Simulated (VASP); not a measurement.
# TiAl (P-6m2) in VASP: further runs, part 2 of 2

VASP 6.6.1.

**3. Single point, r2SCAN**

This run uses another cell than the first one, of 16.65 Å³/atom, 1.042 times its volume.

The input, POSCAR:

```
TiAl
1.0
    2.8672620000      0.0000000000      0.0000000000
   -1.4336310000      2.4831220000      0.0000000000
    0.0000000000      0.0000000000      4.6780830000
Ti Al
1 1
Direct
    0.0000000000      0.0000000000      0.0000000000
    0.3333333333      0.6666666667      0.5000000000
```

The input, INCAR.step1:

```
PREC = Accurate
ENCUT = 520
ISMEAR = -1
SIGMA = 0.15
LREAL = F
LASPH = T
NELM = 80
NBANDS = 14
GGA = PE
ALGO = Normal
EDIFF = 1E-4
LWAVE = T
LCHARG = F
```

The input, INCAR.step2:

```
PREC = Accurate
ENCUT = 520
EDIFF = 1E-6
ISMEAR = -1
SIGMA = 0.15
LREAL = F
LASPH = T
NELM = 80
ALGO = Normal
ISIF = 2
LWAVE = F
LCHARG = F
METAGGA = R2SCAN
LMIXTAU = T
NBANDS = 14
ISTART = 1
```

The input, KPOINTS:

```
regular mesh
0
Gamma
  12 12 6
```

Potentials or basis: VASP PAW PBE potentials, release 64 (Ti_sv, Al).

Started as:

```bash
cat potpaw_PBE.64/Ti_sv/POTCAR potpaw_PBE.64/Al/POTCAR > POTCAR
cp INCAR.step1 INCAR
mpirun -np 1 vasp_std > vasp.out
cp INCAR.step2 INCAR
mpirun -np 1 vasp_std > vasp.out
```

OUTCAR:

```text
PREC = Accurate
   ENCUT = 520
   EDIFF = 1E-6
   ISMEAR = -1
   LREAL = F
   LASPH = T
   NELM = 80
   ISIF = 2
   METAGGA = R2SCAN
   ISTART = 1

 ion  position               nearest neighbor table
   1  0.000  0.000  0.000-   2 2.87   2 2.87   2 2.87   2 2.87   2 2.87   2 2.87
   2  0.333  0.667  0.500-   1 2.87   1 2.87   1 2.87   1 2.87   1 2.87   1 2.87

  LATTYP: Found a hexagonal cell.
 ALAT       =     2.8672620000
 C/A-ratio  =     1.6315505873

  Lattice vectors:

 A1 = (   2.8672620000,   0.0000000000,   0.0000000000)
[... 586 lines left out ...]
     10      10.4137      0.00000
     11      11.1937      0.00000
     12      12.0570      0.00000
     13      14.4043      0.00000
     14      17.2367      0.00000

 [... further k-points ...]
[... 5 lines left out ...]
  --------------------------------------------------------------------------------------
  -------------------------------------------------------------------------------------
  Total        0.0280117      0.0280117     -0.5341729      0.0000000     -0.0000000     -0.0000000
  in kB        1.3474632      1.3474635    -25.6956183      0.0000000     -0.0000000     -0.0000000
  external PRESSURE =      -7.6668972 kB  Pullay stress =       0.0000000 kB

 VOLUME and BASIS-vectors are now :
 -----------------------------------------------------------------------------
  energy-cutoff  :      520.00
  volume of cell :       33.31
      direct lattice vectors                 reciprocal lattice vectors
     2.867262000  0.000000000  0.000000000     0.348764780  0.201359418  0.000000000
    -1.433631000  2.483122000  0.000000000     0.000000000  0.402718835  0.000000000
     0.000000000  0.000000000  4.678083000     0.000000000  0.000000000  0.213762774

 POSITION                                       TOTAL-FORCE (eV/Angst)
 -----------------------------------------------------------------------------------
      0.00000      0.00000      0.00000        -0.000000      0.000000      0.000000
     -0.00000      1.65541      2.33904         0.000000     -0.000000      0.000000
 -----------------------------------------------------------------------------------
    total drift:                               -0.000001      0.000001      0.000000

  FREE ENERGIE OF THE ION-ELECTRON SYSTEM (eV)
  ---------------------------------------------------
  free  energy   TOTEN  =       -20.3098139367 eV

  energy  without entropy=      -20.1581488097  energy(sigma->0) =      -20.23398137
```

OUTCAR.step1:

```text
PREC = Accurate
   ENCUT = 520
   ISMEAR = -1
   LREAL = F
   LASPH = T
   NELM = 80
[... 628 lines left out ...]
 -----------------------------------------------------------------------------------
      0.00000      0.00000      0.00000        -0.000000      0.000000      0.000000
     -0.00000      1.65541      2.33904         0.000000      0.000000      0.000000
 -----------------------------------------------------------------------------------
    total drift:                                0.000000      0.000000      0.000000

  FREE ENERGIE OF THE ION-ELECTRON SYSTEM (eV)
  ---------------------------------------------------
  free  energy   TOTEN  =       -12.1660810561 eV

  energy  without entropy=      -12.0020241436  energy(sigma->0) =      -12.08405260
```

OSZICAR.step1:

```text
N       E                     dE             d eps       ncg     rms          rms(c)
DAV:   1     0.100087298730E+03    0.10009E+03   -0.71417E+03  2128   0.108E+03
DAV:   2    -0.767439174044E+01   -0.10776E+03   -0.10390E+03  2242   0.298E+02
DAV:   3    -0.134819738398E+02   -0.58076E+01   -0.56645E+01  3238   0.659E+01
DAV:   4    -0.136666490036E+02   -0.18468E+00   -0.18439E+00  2414   0.105E+01
DAV:   5    -0.136731527955E+02   -0.65038E-02   -0.65031E-02  3220   0.189E+00    0.916E+00
DAV:   6    -0.124822551658E+02    0.11909E+01   -0.61716E+00  2414   0.298E+01    0.380E+00
DAV:   7    -0.121928860343E+02    0.28937E+00   -0.80496E-01  2382   0.101E+01    0.198E+00
DAV:   8    -0.121706299518E+02    0.22256E-01   -0.17637E-01  2374   0.474E+00    0.831E-01
DAV:   9    -0.121691070323E+02    0.15229E-02   -0.55151E-02  2370   0.324E+00    0.439E-01
DAV:  10    -0.121660172437E+02    0.30898E-02   -0.96371E-03  2406   0.122E+00    0.558E-02
DAV:  11    -0.121660810561E+02   -0.63812E-04   -0.71137E-04  2758   0.243E-01
   1 F= -.12166081E+02 E0= -.12084053E+02  d E =-.164057E+00
```

It took 2.1 min on 1 thread of Intel Xeon Platinum 8124M at 3.00GHz (Skylake/Cascade Lake), shared host; peak memory 0.18 GiB.

What came out:

```yaml
Free_energy: -20.3098 eV
Pressure: -0.8 GPa
```

Caveat: the PAW data sets were made with another functional, which shifts forces and pressure a little.

**4. Single point, r2SCAN**

This run uses another cell than the first one, of 17.32 Å³/atom, 1.083 times its volume.

The input, POSCAR:

```
TiAl
1.0
    2.9049934585      0.0000000000      0.0000000000
   -1.4524967293      2.5157984051      0.0000000000
    0.0000000000      0.0000000000      4.7396437833
Ti Al
1 1
Direct
    0.0000000000      0.0000000000      0.0000000000
    0.3333333333      0.6666666667      0.5000000000
```

The input, INCAR.step1:

```
PREC = Accurate
ENCUT = 520
ISMEAR = -1
SIGMA = 0.15
LREAL = False
LASPH = True
NELM = 60
NBANDS = 14
GGA = PE
ALGO = Normal
EDIFF = 1E-4
LWAVE = True
LCHARG = False
```

The input, INCAR.step2:

```
PREC = Accurate
ENCUT = 520
EDIFF = 1E-6
ISMEAR = -1
SIGMA = 0.15
LREAL = False
LASPH = True
NELM = 60
ALGO = Normal
ISIF = 2
LWAVE = False
LCHARG = True
METAGGA = R2SCAN
LMIXTAU = True
LELF = True
LVHAR = True
NBANDS = 14
ISTART = 1
```

The input, KPOINTS:

```
Automatic mesh
0
Gamma
  12 12 6
```

Started as:

```bash
cat potpaw_PBE.64/Ti_sv/POTCAR potpaw_PBE.64/Al/POTCAR > POTCAR
cp INCAR.step1 INCAR
mpirun -np 1 vasp_std > vasp.out
cp INCAR.step2 INCAR
mpirun -np 1 vasp_std > vasp.out
```

It took 2.1 min on 1 thread of Intel Xeon Platinum 8124M at 3.00GHz (Skylake/Cascade Lake), shared host; peak memory 0.19 GiB.

Results (log left out):

```
Free energy : -20.2865 eV
Pressure    : -4.8 GPa
```

Stress tensor (GPa, compression positive):
```
-3.73  0.00  0.00
 0.00 -3.73  0.00
 0.00  0.00 -6.88
```

Levels at points of the mesh, in eV from the Fermi level:
| k point | band 6 | band 7 | band 8 | band 9 | band 10 | band 11 |
| --- | --- | --- | --- | --- | --- | --- |
| (0.00, 0.00, 0.00) | -2.43 | -2.11 | 1.35 | 1.35 | 2.90 | 2.90 |
| (0.50, 0.00, 0.00) | -3.03 | -1.49 | -0.98 | 2.24 | 3.97 | 4.03 |
| (0.00, 0.00, 0.50) | -5.58 | -0.44 | 1.36 | 1.36 | 2.82 | 2.82 |
| (0.50, 0.00, 0.50) | -2.58 | -1.87 | 0.30 | 1.00 | 2.04 | 3.06 |

Caveat: the PAW data sets were made with another functional, which shifts forces and pressure a little.

**5. Summary**

| cell | gap on the mesh (eV) | pressure (GPa) |
| --- | --- | --- |
| a = 2.829, b = 2.829, c = 4.615 Å, angles 90.0, 90.0, 120.0°, 2 atoms | none | 4.1 |
| a = 2.867, b = 2.867, c = 4.678 Å, angles 90.0, 90.0, 120.0°, 2 atoms | none | -0.8 |
| a = 2.905, b = 2.905, c = 4.740 Å, angles 90.0, 90.0, 120.0°, 2 atoms | none | -4.8 |

Alike in all rows: task single point; level r2SCAN; potentials or basis VASP PAW PBE potentials, release 64 (Ti_sv, Al); no spin polarisation; k mesh 12 × 12 × 6; cutoff (eV) 520; smearing fermi-dirac 0.15 eV.

Caveats: the PAW data sets were made with another functional, which shifts forces and pressure a little.

Absolute energies hang on the potentials; compare differences alone.
